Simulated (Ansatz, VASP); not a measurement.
KCl: VASP beside Ansatz

File INCAR:

```
ALGO = Normal
EDIFF = 1E-6
ENCUT = 520
GGA = PE
ISIF = 2
ISMEAR = -1
LASPH = True
LCHARG = False
LREAL = False
LWAVE = False
NBANDS = 15
NELM = 60
PREC = Accurate
SIGMA = 0.02
```

Contents of KPOINTS:

```
k-points
0
Gamma
  8 8 8
```

The input POSCAR:

```
KCl
1.0
    0.0000000000      3.1448471213      3.1448471213
    3.1964226141      0.0000000000      3.1448471213
    3.1964226141      3.1448471213      0.0000000000
K Cl
1 1
Direct
    0.0000000000      0.0000000000      0.0000000000
    0.5000000000      0.5000000000      0.5000000000
```

Input for Ansatz:

```yaml
crystal:
  lattice:
    - [0.0, 3.1448471213, 3.1448471213]
    - [3.1964226141, 0.0, 3.1448471213]
    - [3.1964226141, 3.1448471213, 0.0]
  atoms:
    - { symbol: K, position: [0.0, 0.0, 0.0] }
    - { symbol: Cl, position: [0.5, 0.5, 0.5] }
kpoints:
  mp_grid: { grid: [8, 8, 8] }
  band_path:
    path:
      - [0.0, 0.0, 0.0]
      - [0.5, 0.0, 0.5]
      - [0.625, 0.25, 0.625]
      - [0.375, 0.375, 0.75]
      - [0.5, 0.5, 0.5]
      - [0.5, 0.25, 0.75]
    npoints: 1
hamiltonian:
  xc: pbe
scf:
  occupations: { method: fermi_dirac, width: 0.02 }
  n_extra_bands: 4
output:
  forces: true
  stress: true
  eigenvalues: true
```

Change from the starting cell: uniaxial_x strain +1.6%.

Alike in both runs: task single point; functional PBE; k mesh 8 × 8 × 8; occupations fermi-dirac, width 0.02 eV; no spin polarisation.

|  | VASP | Ansatz |
| --- | --- | --- |
| version | VASP 6.6.1 | Ansatz 0.2.0 |
| potentials or method | VASP PAW PBE potentials, release 64 (K_sv, Cl) | plane waves, PAW |
| plane-wave cutoff (eV) | 520 | 420 |
| valence electrons in the cell | 16 | 16 |

VASP gave:

```
gap on the k mesh at the Fermi level (eV)                     : 5.13
pressure (GPa)                                                : 0.5
traceless stress, the component that is largest in VASP (GPa) : -0.37
```

Task: Which values does Ansatz return?

Result: gap on the k mesh at the Fermi level (eV): 5.13; pressure (GPa): 0.5; traceless stress, the component that is largest in VASP (GPa): -0.36.

The functional is the same, so the differences come from potentials, cutoffs and numerics.
